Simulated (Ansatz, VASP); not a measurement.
Two plane-wave programs on Al3Cu2

```
Al Cu
1.0
     4.09859    0.00000    0.00000
    -2.04929    3.54948    0.00000
     0.00000    0.00000    4.98210
Al Cu
3 2
Direct
  0.00000 0.00000 0.00000
  0.33333 0.66667 0.35151
  0.66667 0.33333 0.64849
  0.39201 0.69600 0.81453
  0.72534 0.36267 0.12995
```

Change from the starting cell: all Cu atoms moved -0.250 Å, as atom 4 towards its neighbour atom 5 (Cu) at 2.841 Å.

Alike in both runs: task single point; functional PBEsol; k mesh 12 × 12 × 10; occupations gaussian, width 0.15 eV; no spin polarisation.

|  | VASP | Ansatz |
| --- | --- | --- |
| version | VASP 6.6.1 | Ansatz 0.2.0 |
| potentials or method | VASP PAW PBE potentials, release 64 (Al, Cu), cutoff 520 eV | scalar-relativistic, plane waves, PAW |
| valence electrons in the cell | 31 | 47 |

```csv
,VASP,Ansatz,Ansatz less VASP
gap on the k mesh at the Fermi level (eV),none,none,-
pressure (GPa),3.0,2.7,-0.35
"traceless stress, the component that is largest in VASP (GPa)",0.99,0.98,-0.014
rms of the force components (eV/Å),0.768,0.765,-0.0026
```

VASP's potentials were made for PBE, not for PBEsol. Atom by atom the forces differ by 0.003 eV/Å (rms over components). A gap of «none» marks a metal or a gap that the smearing closes. VASP's potentials hold 31 valence electrons a cell and Ansatz's 47, so a difference there can come from the potentials and not from the codes.
